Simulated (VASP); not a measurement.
V3MoSe8, 12 atoms in the cell. It takes space group P-3m1 (No. 164, trigonal). Conventional cell: a = 3.335 Å, b = 3.335 Å, c = 28.262 Å, α = 90.00°, β = 90.00°, γ = 120.00°. V (site symmetry 3m) has 6 Se at 2.49 Å and 6 V at 3.33 Å within 3.4 Å. V (site symmetry -3m) has 6 Se at 2.49 Å and 6 V at 3.33 Å within 3.4 Å. Within 3.4 Å of Mo (site symmetry -3m) lie 6 Se at 2.56 Å and 6 Mo at 3.33 Å. Within 3.4 Å of Se (site symmetry 3m) lie 3 V at 2.49 Å and 6 Se at 3.33 Å. Within 3.4 Å of Se (site symmetry 3m) lie 3 V at 2.49 Å and 6 Se at 3.33 Å. Se (site symmetry 3m) has 3 V at 2.49 Å and 6 Se at 3.33 Å within 3.4 Å. Se (site symmetry 3m) has 3 Mo at 2.56 Å and 6 Se at 3.33 Å within 3.4 Å. 

* Program: VASP 6.6.1
* Task: single point
* Functional: PBE
* Potentials or basis: VASP PAW PBE potentials, release 64 (V_sv, Mo_sv, Se)
* Cutoff: 520 eV
* k mesh: 6 × 6 × 1
* Occupations: gaussian, width 0.2 eV
* Spin: collinear spin, ferromagnetic start
* Starting moments: [0.68, 0.7, 0.68, 0.0, 0.0, 0.0, 0.0, 0.0, 0.0, 0.0, 0.0, 0.0] μB
* Dipole correction: no
* Further INCAR settings: ALGO = Normal; EDIFF = 1e-06; NBANDS = 66

Potentials or basis: VASP PAW PBE potentials, release 64 (V_sv, Mo_sv, Se).

The run is started by

```bash
$ cat potpaw_PBE.64/V_sv/POTCAR potpaw_PBE.64/Mo_sv/POTCAR potpaw_PBE.64/Se/POTCAR > POTCAR
$ mpirun -np 1 vasp_std > vasp.out
```

Hardware: 1 thread of Intel Xeon 8259CL (shared host).

Q: How long does it take, and how much memory?

A: It took 28 min on 1 thread of Intel Xeon 8259CL, with other jobs on the host, peak memory 0.64 GiB. Counts: scf iterations 32, k points 7.
